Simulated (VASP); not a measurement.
Set up this calculation in VASP 6.6.1, as the native input.

```yaml
Task: single point
Functional: LDA
Potentials_or_basis: VASP PAW LDA potentials, release 64 (Hf_pv, O)
Cutoff: 600 eV
k_mesh: 2 × 2 × 2, shifted
Occupations: gaussian, width 0.01 eV
Spin: no spin polarisation
Dipole_correction: no
Further_INCAR_settings: ALGO = Normal; EDIFF = 1e-06; NBANDS = 31
```

The structure of HfO2 lies in POSCAR:

```
HfO2
1.0
    4.8370700000      0.0197800000     -0.1086100000
    0.0197800000      4.7504400000     -0.0646700000
   -0.0723200000     -0.0430600000      3.1917900000
Hf O
2 4
Direct
    0.9861100000      0.9934300000      0.9634100000
    0.5062900000      0.4914100000      0.4813400000
    0.1954300000      0.8277800000      0.4823800000
    0.3056500000      0.3018200000      0.9958500000
    0.6954200000      0.6956600000      0.0062500000
    0.8026700000      0.1886300000      0.4753400000
```

These files were run (other wordings do the same):

INCAR

```
SYSTEM = HfO2
ALGO = Normal
EDIFF = 1E-6
ENCUT = 600
GGA_COMPAT = .FALSE.
ISIF = 2
ISMEAR = 0
LASPH = .TRUE.
LCHARG = .FALSE.
LREAL = .FALSE.
LWAVE = .FALSE.
NBANDS = 31
NELM = 120
PREC = Accurate
SIGMA = 0.01
```

KPOINTS

```
Automatic mesh
0
Gamma
  2 2 2
  0.5 0.5 0.5
```

Potentials or basis: VASP PAW LDA potentials, release 64 (Hf_pv, O).

Run with:

```console
$ cat potpaw_LDA.64/Hf_pv/POTCAR potpaw_LDA.64/O/POTCAR > POTCAR
$ mpirun -np 1 vasp_std > vasp.out
```

Results of the run:

* Pressure: -2.0 GPa
* Largest force: 1.714 eV/Å
* Band gap on the k mesh: 5.00 eV, indirect (least direct gap 5.18 eV)

Caveat: the k points lie up to 0.99 Å⁻¹ apart; spin-orbit coupling is left out, which moves the levels of the heavy elements; forces of over 1 eV/Å act on the atoms, so gaps and moduli don't describe the material at rest.

Run time: 8.8 s on 1 thread of Intel Xeon 6975P-C (shared host), peak memory 0.17 GiB.
